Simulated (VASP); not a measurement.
# Mo2As (Pnnm) in VASP: relaxation of cell and atoms with PBE

Aim: the relaxation of cell and atoms of Mo2As with PBE.

All numbers are computed with VASP 6.6.1; they aren't measurements. Logs are shortened: lines on timing, memory, paths and dates and some standing lists are left out, and cuts for length are marked.

### 1 The cell of the first run

It takes space group Pnnm (No. 58, orthorhombic). Conventional cell: a = 4.484 Å, b = 6.058 Å, c = 4.057 Å, α = 90.00°, β = 90.00°, γ = 90.00°. Mo (site symmetry m) has 2 Mo at 2.34 to 3.00 Å and 3 As at 2.49 to 2.52 Å within 3.1 Å. As (site symmetry 2/m) has 6 Mo at 2.49 to 2.52 Å within 3.3 Å.

### 2 Relaxation of cell and atoms, PBE

INCAR reads:

```
PREC = Accurate
ENCUT = 600
EDIFF = 1E-7
ISMEAR = 0
SIGMA = 0.1
LREAL = F
LASPH = T
NELM = 80
ALGO = Fast
ISIF = 3
LWAVE = F
LCHARG = F
GGA = PE
IBRION = 2
NSW = 100
EDIFFG = -0.01
```

KPOINTS reads:

```
regular mesh
0
Gamma
  8 6 10
```

POSCAR reads:

```
Mo2As
1.0
    4.4835947700      0.0000000000      0.0000000000
    0.0000000000      6.0575949687      0.0000000000
    0.0000000000      0.0000000000      4.0571637395
Mo As
4 2
Direct
    0.2063741366      0.3820736650      0.0000000000
    0.7936258634      0.6179263350      0.0000000000
    0.7063741366      0.1179263350      0.5000000000
    0.2936258634      0.8820736650      0.5000000000
    0.0000000000      0.0000000000      0.0000000000
    0.5000000000      0.5000000000      0.5000000000
```

Potentials or basis: VASP PAW PBE potentials, release 64 (Mo_sv, As).

On the command line:

```bash
$ cat potpaw_PBE.64/Mo_sv/POTCAR potpaw_PBE.64/As/POTCAR > POTCAR
$ mpirun -np 1 vasp_std > vasp.out
```

OUTCAR:

```text
PREC = Accurate
   ENCUT = 600
   EDIFF = 1E-7
   ISMEAR = 0
   LREAL = F
   LASPH = T
   NELM = 80
   ISIF = 3
   GGA = PE
   IBRION = 2
   NSW = 100
   EDIFFG = -0.01

 ion  position               nearest neighbor table
   1  0.206  0.382  0.000-   2 2.34   5 2.49   6 2.52   6 2.52   2 3.00   3 3.42   3 3.42   3 3.42
                             3 3.42
   2  0.794  0.618  0.000-   1 2.34   5 2.49   6 2.52   6 2.52   1 3.00   4 3.42   4 3.42   4 3.42
                             4 3.42
   3  0.706  0.118  0.500-   4 2.34   6 2.49   5 2.52   5 2.52   4 3.00   1 3.42   1 3.42   1 3.42
                             1 3.42
   4  0.294  0.882  0.500-   3 2.34   6 2.49   5 2.52   5 2.52   3 3.00   2 3.42   2 3.42   2 3.42
                             2 3.42
   5  0.000  0.000  0.000-   1 2.49   2 2.49   3 2.52   4 2.52   3 2.52   4 2.52
   6  0.500  0.500  0.500-   3 2.49   4 2.49   1 2.52   2 2.52   1 2.52   2 2.52

  LATTYP: Found a simple orthorhombic cell.
 ALAT       =     4.0571637395
 B/A-ratio  =     1.1051056989
 C/A-ratio  =     1.4930614975

  Lattice vectors:

 A1 = (   0.0000000000,   0.0000000000,   4.0571637395)
 A2 = (   4.4835947700,   0.0000000000,   0.0000000000)
 A3 = (   0.0000000000,   6.0575949687,   0.0000000000)

Analysis of symmetry for initial positions (statically):
=====================================================================
 Subroutine PRICEL returns:
 Original cell was already a primitive cell.

 Routine SETGRP: Setting up the symmetry group for a
 simple orthorhombic supercell.

 Subroutine GETGRP returns: Found  8 space group operations
 (whereof  4 operations were pure point group operations)
 out of a pool of  8 trial point group operations.

The static configuration has the point symmetry C_2h.
 The point group associated with its full space group is D_2h.

Analysis of symmetry for dynamics (positions and initial velocities):
=====================================================================
 Subroutine PRICEL returns:
 Original cell was already a primitive cell.

 Routine SETGRP: Setting up the symmetry group for a
 simple orthorhombic supercell.

 Subroutine GETGRP returns: Found  8 space group operations
 (whereof  4 operations were pure point group operations)
 out of a pool of  8 trial point group operations.

The dynamic configuration has the point symmetry C_2h.
 The point group associated with its full space group is D_2h.

 Subroutine INISYM returns: Found  8 space group operations
 (whereof  4 operations are pure point group operations),
 and found     1 'primitive' translations

[... 115 lines left out ...]
   EMIN   =  10.00;   EMAX   =-10.00  energy-range for DOS
   EFERMI =   0.00;   METHOD = LEGACY
   ISMEAR =     0;   SIGMA  =   0.10  broadening in eV -4-tet -1-fermi 0-gaus
   EFERMI_NEDOS =   21; number of points for ismear=-14 and -15
   IALGO  =     68    algorithm
   IMIX   =      4    mixing-type and parameters
     AMIX     =   0.40;   BMIX     =  1.00
     AMIX_MAG =   1.60;   BMIX_MAG =  1.00
  volume/ion in A,a.u.               =      18.37       123.94
  Fermi-wavevector in a.u.,A,eV,Ry     =   1.379981  2.607786 25.910221  1.904348
  Thomas-Fermi vector in A             =   2.504900
   LORBIT       =      0    0 simple, 1 ext, 2 COOP (PROOUT), +10 PAW based schemes
   GGA     = PE    functional components
   LHFCALC =     F    Hartree Fock is set to
   AEXX    =    0.0000 exact exchange contribution
   IVDW    =     0    specifies the selected vdW correction
   LEPSILON=     F    determine dielectric tensor
   LRPA    =     F    only Hartree local field effects (RPA)
 conjugate gradient relaxation of ions
 non-spin polarized calculation
 RMM-DIIS sequential band-by-band and
 Gauss-broadening in eV      SIGMA  =   0.10
  energy-cutoff  :      600.00
  volume of cell :      110.19
 maximum number of plane-waves:      3700
 NGX is ok and might be reduce to    36
   NGX = 17   NGY = 25   NGZ = 17

--------------------------------------- Ionic step        1  -------------------------------------------

 number of electron      66.0000005 magnetization

 Free energy of the ion-electron system (eV)
  ---------------------------------------------------
  ext. energy  EPLUGINS =         0.00000000
  ---------------------------------------------------
  free energy    TOTEN  =       -50.18151847 eV

  energy without entropy =      -50.15511640  energy(sigma->0) =      -50.16831743

------------------------ aborting loop because EDIFF is reached ----------------------------------------

  FORCE on cell =-STRESS in cart. coord.  units (eV):
  Direction    XX          YY          ZZ          XY          YZ          ZX
  --------------------------------------------------------------------------------------
  -------------------------------------------------------------------------------------
  Total        0.5103785      0.6482146      0.2636653      0.0000000      0.0000000      0.0000000
  in kB        7.4208532      9.4249767      3.8336680      0.0000000      0.0000000      0.0000000
  external PRESSURE =       6.8931660 kB  Pullay stress =       0.0000000 kB
[... 187 lines left out ...]
--------------------------------------- Ionic step        6  -------------------------------------------

 number of electron      66.0000006 magnetization

 Free energy of the ion-electron system (eV)
  ---------------------------------------------------
  ext. energy  EPLUGINS =         0.00000000
  ---------------------------------------------------
  free energy    TOTEN  =       -50.18373732 eV

  energy without entropy =      -50.15683085  energy(sigma->0) =      -50.17028408

 E-fermi :   8.8949     XC(G=0): -11.7138

 val. band max:        8.8887532332   @ k =   0.1250   0.3333   0.2000
 cond. band min:       8.8969883160   @ k =   0.5000   0.5000   0.4000
 fundamental gap:      0.0082350829
 Fermi energy:         8.8948677350

 k-point     1 :       0.0000    0.0000    0.0000
  band No.  band energies     occupation
      1     -52.0032      2.00000
      2     -51.9836      2.00000
      3     -51.7124      2.00000
      4     -51.7036      2.00000
      5     -26.7500      2.00000
      6     -26.6925      2.00000
[... 997 lines left out ...]
     38      10.5511      0.00000
     39      10.8820      0.00000

 [... further k-points ...]

------------------------ aborting loop because EDIFF is reached ----------------------------------------

  FORCE on cell =-STRESS in cart. coord.  units (eV):
  Direction    XX          YY          ZZ          XY          YZ          ZX
  --------------------------------------------------------------------------------------
  -------------------------------------------------------------------------------------
  Total       -0.0471000      0.0122095      0.0386941      0.0000000      0.0000000      0.0000000
  in kB       -0.6829875      0.1770478      0.5610955      0.0000000      0.0000000      0.0000000
  external PRESSURE =       0.0183853 kB  Pullay stress =       0.0000000 kB
[... 21 lines left out ...]
  FREE ENERGIE OF THE ION-ELECTRON SYSTEM (eV)
  ---------------------------------------------------
  free  energy   TOTEN  =       -50.1837373158 eV

  energy  without entropy=      -50.1568308468  energy(sigma->0) =      -50.17028408

 reached required accuracy - stopping structural energy minimisation
```

CONTCAR:

```text
Mo2As
   1.00000000000000
     4.4857973705548364    0.0000000000000000    0.0000000000000000
     0.0000000000000000    6.0704470876570360    0.0000000000000000
     0.0000000000000000    0.0000000000000000    4.0575009801621507
  Mo              As
     4     2
Direct
     0.2071176308566625    0.3813046584721183    0.0000000000000000
     0.7928823691433375    0.6186953415278819    1.0000000000000000
     0.7071176308566625    0.1186953415278817    0.5000000000000000
     0.2928823691433377    0.8813046584721181    0.5000000000000000
     0.0000000000000000    0.0000000000000000    0.0000000000000000
     0.5000000000000000    0.5000000000000000    0.5000000000000000

  0.00000000E+00  0.00000000E+00  0.00000000E+00
  0.00000000E+00  0.00000000E+00  0.00000000E+00
  0.00000000E+00  0.00000000E+00  0.00000000E+00
  0.00000000E+00  0.00000000E+00  0.00000000E+00
  0.00000000E+00  0.00000000E+00  0.00000000E+00
  0.00000000E+00  0.00000000E+00  0.00000000E+00
```

Run time: 64 min. Hardware: 1 thread of Oxide Virtual Turin-like, shared host; peak memory 0.57 GiB.

What came out:

* Free energy: -50.1837 eV
* Relaxed volume: 18.41 Å³/atom
* Relaxed cell: a = 4.486 Å, b = 6.070 Å, c = 4.058 Å, α = 90.00°, β = 90.00°, γ = 90.00°
* Space group after relaxing (to 0.1 Å): Pnnm (No. 58)
* Energy gained by relaxing: 0.4 meV/atom
* Ionic steps: 6
* Pressure after relaxing: 0.0 GPa
* Largest force after relaxing: 0.004 eV/Å
* Band gap on the k mesh: zero (bands 33 and 34 overlap by 1.42 eV)

Forces in eV/Å, atoms in the order of the input:
```
Mo   0.004  0.001  0.000
Mo  -0.004 -0.001  0.000
Mo   0.004 -0.001  0.000
Mo  -0.004  0.001  0.000
As   0.000  0.000  0.000
As   0.000  0.000  0.000
```

Step by step:
| step | energy change (eV) | largest force (eV/Å) | pressure (GPa) | volume (Å³) |
| --- | --- | --- | --- | --- |
| 1 | 0.0000 | 0.1223 | 0.69 | 110.19 |
| 2 | 0.0023 | 0.0637 | -1.43 | 111.46 |
| 3 | -0.0017 | 0.0467 | -0.16 | 110.69 |
| 4 | -0.0022 | 0.0126 | -0.03 | 110.53 |
| 5 | -0.0022 | 0.0062 | 0.01 | 110.49 |
| 6 | -0.0022 | 0.0039 | 0.00 | 110.49 |

Final structure:
```xyz
6
Lattice="4.4858 0.0000 0.0000 0.0000 6.0704 0.0000 0.0000 0.0000 4.0575" Properties=species:S:1:pos:R:3 pbc="T T T"
Mo    0.9291    2.3147    0.0000
Mo    3.5567    3.7558    4.0575
Mo    3.1720    0.7205    2.0288
Mo    1.3138    5.3499    2.0288
As    0.0000    0.0000    0.0000
As    2.2429    3.0352    2.0288
```

Levels at points of the mesh, in eV from the Fermi level:
```
           k point  band 30  band 31  band 32  band 33  band 34  band 35  band 36  band 37
(0.00, 0.00, 0.00)    -1.33    -0.90    -0.62    -0.52    -0.44     0.95     1.06     1.35
(0.50, 0.00, 0.00)    -1.82    -0.40    -0.40     0.59     0.59     0.91     0.91     1.43
(0.00, 0.50, 0.00)    -1.48    -1.05    -1.05    -0.64    -0.64     0.73     0.73     0.97
(0.50, 0.50, 0.00)    -1.63    -1.24    -1.24     0.54     0.54     1.45     1.45     1.80
(0.00, 0.00, 0.50)    -1.61    -0.61    -0.61     0.77     0.77     0.82     0.82     1.25
(0.50, 0.00, 0.50)    -1.07    -0.91    -0.91    -0.01    -0.01     0.34     0.34     1.42
(0.00, 0.50, 0.50)    -1.77    -0.25    -0.25     0.17     0.17     0.76     0.76     1.65
(0.50, 0.50, 0.50)    -0.81    -0.29    -0.29     0.14     0.14     0.36     0.36     0.95
```
